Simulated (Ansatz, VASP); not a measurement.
**Hf2H3 in VASP and in Ansatz**

The input INCAR:

```
SYSTEM = Hf2H3
PREC     = Accurate       ! precision mode
ENCUT    = 520            ! plane-wave cutoff, eV
EDIFF    = 1E-6           ! SCF threshold, eV
ISMEAR   = 0              ! smearing method
SIGMA    = 0.1            ! smearing width, eV
LREAL    = .False.        ! projectors in reciprocal space
LASPH    = .True.         ! aspherical terms in the spheres
NELM     = 60             ! most SCF steps
ALGO     = Normal         ! electronic algorithm
ISIF     = 2              ! what is computed and relaxed
LWAVE    = .False.        ! write WAVECAR
LCHARG   = .True.         ! write CHGCAR
GGA      = PE             ! functional
LELF     = .True.         ! ELF
LVHAR    = .True.       
NBANDS   = 20             ! bands
```

File KPOINTS:

```
Automatic mesh
0
Gamma
  6 6 4
  0 0 0
```

The input POSCAR:

```
Hf2H3
1.0
    4.2656399900      0.0000000000      0.0000000000
   -2.1328199900      3.6941525900      0.0000000000
    0.0000000000      0.0000000000      3.9628391700
Hf H
2 3
Direct
    0.3333333300      0.6666666700      0.0000000000
    0.6666666700      0.3333333300      0.0000000000
    0.0000000000      0.0000000000      0.2659051900
    0.0000000000      0.0000000000      0.7340948100
    0.0000000000      0.0000000000      0.5000000000
```

Input for Ansatz:

```yaml
crystal:
  lattice:
    - [4.26563999, 0.0, 0.0]
    - [-2.13281999, 3.69415259, 0.0]
    - [0.0, 0.0, 3.96283917]
  atoms:
    - { symbol: Hf, position: [0.33333333, 0.66666667, 0.0] }
    - { symbol: Hf, position: [0.66666667, 0.33333333, 0.0] }
    - { symbol: H, position: [0.0, 0.0, 0.26590519] }
    - { symbol: H, position: [0.0, 0.0, 0.73409481] }
    - { symbol: H, position: [0.0, 0.0, 0.5] }
basis:
  ecutwfc: 420
kpoints:
  mp_grid: { grid: [6, 6, 4] }
hamiltonian:
  xc: pbe
scf:
  occupations: { method: gaussian, width: 0.1 }
  lower_state_search: "off"
output:
  forces: true
  stress: true
  eigenvalues: true
```

Alike in both runs: task single point; functional PBE; k mesh 6 × 6 × 4; occupations gaussian, width 0.1 eV; no spin polarisation.

|  | VASP | Ansatz |
| --- | --- | --- |
| version | VASP 6.6.1 | Ansatz 0.2.0 |
| potentials or method | VASP PAW PBE potentials, release 64 (Hf_pv, H), cutoff 520 eV | scalar-relativistic, plane waves, PAW |
| valence electrons in the cell | 23 | 55 |

```csv
,VASP,Ansatz,Ansatz less VASP
gap on the k mesh at the Fermi level (eV),none,none,-
pressure (GPa),14.1,14.6,+0.52
"traceless stress, the component that is largest in VASP (GPa)",-21.27,-21.72,-0.452
rms of the force components (eV/Å),0.436,0.429,-0.0073
```

Atom by atom the forces differ by 0.007 eV/Å (rms over components). A gap of «none» marks a metal or a gap that the smearing closes. VASP's potentials hold 23 valence electrons a cell and Ansatz's 55, so a difference there can come from the potentials and not from the codes.

The k mesh is coarse, so the values compare programs but aren't converged. Neither program's run includes spin-orbit coupling.
